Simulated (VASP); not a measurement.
A run of VASP 6.6.1 is set up as follows.

POSCAR

```
Rh
1.0
    0.0000000000      1.9015500000      1.9015500000
    1.9015500000      0.0000000000      1.9015500000
    1.9015500000      1.9015500000      0.0000000000
Rh
1
Direct
    0.0000000000      0.0000000000      0.0000000000
```

Contents of INCAR.step1:

```
  PREC = Accurate
  ENCUT = 580
  ISMEAR = 0
  SIGMA = 0.15
  LREAL = F
  LASPH = T
  NELM = 120
  NBANDS = 14
  GGA = PE
  ALGO = Normal
  EDIFF = 1E-5
  LWAVE = T
  LCHARG = F
  GGA_COMPAT = F
```

The input INCAR.step2:

```
  PREC = Accurate
  ENCUT = 580
  EDIFF = 1E-6
  ISMEAR = 0
  SIGMA = 0.15
  LREAL = F
  LASPH = T
  NELM = 120
  ALGO = Normal
  ISIF = 2
  LWAVE = F
  LCHARG = F
  METAGGA = R2SCAN
  LMIXTAU = T
  NBANDS = 14
  ISTART = 1
  GGA_COMPAT = F
```

File KPOINTS:

```
regular mesh
0
Gamma
  24 24 24
```

Potentials or basis: VASP PAW PBE potentials, release 64 (Rh_sv_GW).

The run is started by

```sh
$ cat potpaw_PBE.64/Rh_sv_GW/POTCAR > POTCAR
$ cp INCAR.step1 INCAR
$ mpirun -np 1 vasp_std > vasp.out
$ cp INCAR.step2 INCAR
$ mpirun -np 1 vasp_std > vasp.out
```

What does it give for the pressure?

-2.3 GPa.

Estimate the band gap on the k mesh.

zero (an odd number of electrons rules out a gap without spin polarisation).

Caveat: the PAW data sets were made with another functional, which shifts forces and pressure a little.
